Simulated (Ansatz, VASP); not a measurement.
GaP in VASP and in Ansatz

INCAR

```
PREC = Accurate
ENCUT = 500
EDIFF = 1E-6
ISMEAR = 0
SIGMA = 0.02
LREAL = False
LASPH = True
NELM = 120
ALGO = Normal
ISIF = 2
LWAVE = False
LCHARG = False
NBANDS = 16
GGA_COMPAT = False
```

Contents of KPOINTS:

```
Automatic mesh
0
Gamma
  10 10 10
```

Contents of POSCAR:

```
GaP
1.0
    0.0000000000      2.6957342113      2.6957342113
    2.6957342113      0.0000000000      2.6957342113
    2.6957342113      2.6957342113      0.0000000000
Ga P
1 1
Direct
    0.0000000000      0.0000000000      0.0000000000
    0.2500000000      0.2500000000      0.2500000000
```

Input for Ansatz:

```yaml
crystal:
  lattice:
    - [0.0, 2.6957342113, 2.6957342113]
    - [2.6957342113, 0.0, 2.6957342113]
    - [2.6957342113, 2.6957342113, 0.0]
  atoms:
    - { symbol: Ga, position: [0.0, 0.0, 0.0] }
    - { symbol: P, position: [0.25, 0.25, 0.25] }
basis:
  ecutwfc: 420
kpoints:
  mp_grid: { grid: [10, 10, 10] }
  band_path:
    path:
      - [[0.0, 0.0, 0.0], [-0.5, -0.5, 0.0], [-0.375, -0.375, 0.25]]
      - [[-0.375, 0.0, 0.375], [0.0, 0.0, 0.0], [0.0, 0.0, 0.5], [-0.5, -0.25, 0.25], [-0.5, -0.5, 0.0]]
    npoints: 10
hamiltonian:
  xc: lda
  pseudopotentials: { kind: paw, azcp: { folder: soft_1 } }
scf:
  occupations: { method: gaussian, width: 0.02 }
  n_extra_bands: 7
output:
  forces: true
  stress: true
  eigenvalues: true
  write_density: true
  write_potential: true
  elf: true
  volumetric_format: npy
```

Alike in both runs: task single point; functional LDA; k mesh 10 × 10 × 10; occupations gaussian, width 0.02 eV; no spin polarisation.

```csv
,VASP,Ansatz
version,VASP 6.6.1,Ansatz 0.2.0
potentials or method,"VASP PAW LDA potentials, release 64 (Ga_d, P), cutoff 500 eV","scalar-relativistic, plane waves, PAW"
valence electrons in the cell,18,18
```

|  | VASP | Ansatz | Ansatz less VASP |
| --- | --- | --- | --- |
| gap on the k mesh at the Fermi level (eV) | 1.40 | 1.40 | -0.001 |
| least direct gap on the mesh (eV) | 1.91 | 1.88 | -0.029 |
| pressure (GPa) | 0.1 | 0.0 | -0.07 |

Ansatz warns that its potentials were made for another functional, while VASP's fit it. LDA's correlation is that of Perdew and Zunger in VASP and of Perdew and Wang (1992) in Ansatz.
